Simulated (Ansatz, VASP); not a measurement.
## In3Sb in VASP and in Ansatz

```
CELL_PARAMETERS angstrom
4.64024 0.00000 0.00000
0.00000 4.64024 0.00000
0.00000 0.00000 4.64024
ATOMIC_POSITIONS crystal
In 0.50000 0.50000 0.00000
In 0.50000 0.00000 0.50000
In 0.00000 0.50000 0.50000
Sb 0.00000 0.00000 0.00000
```

Alike in both runs: task single point; functional PBEsol; dispersion D3(BJ); k mesh 10 × 10 × 10; occupations gaussian, width 0.1 eV; no spin polarisation.

```csv
,VASP,Ansatz
version,VASP 6.6.1,Ansatz 0.2.0
potentials or method,"VASP PAW PBE potentials, release 64 (In_d, Sb), cutoff 520 eV","scalar-relativistic, plane waves, PAW"
valence electrons in the cell,44,54
```

```csv
,VASP,Ansatz,Ansatz less VASP
gap on the k mesh at the Fermi level (eV),none,none,-
pressure (GPa),0.0,0.0,+0.02
```

VASP's potentials were made for PBE, not for PBEsol. A gap of «none» marks a metal or a gap that the smearing closes. VASP's potentials hold 44 valence electrons a cell and Ansatz's 54, so a difference there can come from the potentials and not from the codes.

Neither program's run includes spin-orbit coupling.
